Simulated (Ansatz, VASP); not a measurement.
**Two plane-wave programs on Sb**

Contents of POSCAR:

```
Sb
1.0
    3.3545324186      0.0000000000      0.0000000000
   -1.6772662093      2.9051102923      0.0000000000
    0.0000000000      0.0000000000      5.4701606500
Sb
2
Direct
    0.6666666667      0.3333333333      0.7500000000
    0.3333333333      0.6666666667      0.2500000000
```

The input INCAR.step1:

```
PREC = Accurate
ENCUT = 600
EDIFF = 1E-5
ISMEAR = -1
SIGMA = 0.05
LREAL = False
LASPH = True
NELM = 60
ALGO = Normal
LWAVE = True
LCHARG = False
GGA = PE
NBANDS = 12
```

INCAR.step2

```
PREC = Accurate
ENCUT = 600
EDIFF = 1E-6
ISMEAR = -1
SIGMA = 0.05
LREAL = False
LASPH = True
NELM = 60
ALGO = Normal
ISIF = 3
LWAVE = False
LCHARG = False
GGA = B3
LHFCALC = True
AEXX = 0.2
AGGAX = 0.72
AGGAC = 0.81
ALDAC = 0.19
PRECFOCK = Normal
IBRION = 2
NSW = 60
EDIFFG = -0.01
ISTART = 1
```

File KPOINTS:

```
Automatic mesh
0
Gamma
  5 5 3
```

Contents of input:

```
crystal:
  lattice:
    - [3.3545324186, 0.0, 0.0]
    - [-1.6772662093, 2.9051102923, 0.0]
    - [0.0, 0.0, 5.47016065]
  atoms:
    - { symbol: Sb, position: [0.6666666667, 0.3333333333, 0.75] }
    - { symbol: Sb, position: [0.3333333333, 0.6666666667, 0.25] }
hamiltonian:
  xc: b3lyp
  pseudopotentials: { kind: paw }
kpoints:
  mp_grid: { grid: [5, 5, 3] }
scf:
  occupations: { method: fermi_dirac, width: 0.05 }
output:
  forces: true
  stress: true
  eigenvalues: true
relax:
  f_tol: 0.01
  max_steps: 40
  cell: { stress_tol: 0.05 }
```

Alike in both runs: task relaxation of cell and atoms; functional B3LYP; k mesh 5 × 5 × 3; occupations fermi-dirac, width 0.05 eV; no spin polarisation.

|  | VASP | Ansatz |
| --- | --- | --- |
| version | VASP 6.6.1 | Ansatz 0.2.0 |
| potentials or method | VASP PAW PBE potentials, release 64 (Sb) | Ansatz PAW |
| plane-wave cutoff (eV) | 600 | 420 |
| valence electrons in the cell | 10 | 30 |

```csv
,VASP,Ansatz,Ansatz less VASP
"gap on the k mesh at the Fermi level, each at its own relaxed structure (eV)",none,none,-
relaxed volume (Å³/atom),27.75,27.99,+0.243
relaxed length of the cell vector where the two differ most in proportion (Å),3.367,3.377,+0.0099
```

VASP's potentials were made for PBE, not for B3LYP. A gap of «none» marks a metal or a gap that the smearing closes. VASP's potentials hold 10 valence electrons a cell and Ansatz's 30, so a difference there can come from the potentials and not from the codes.

The k mesh is coarse, so the values compare programs but aren't converged. Spin-orbit coupling is off throughout. Noted on Ansatz's run: the plane-wave basis is chosen anew once the cell has moved, so the energies of steps on either side of that aren't comparable.
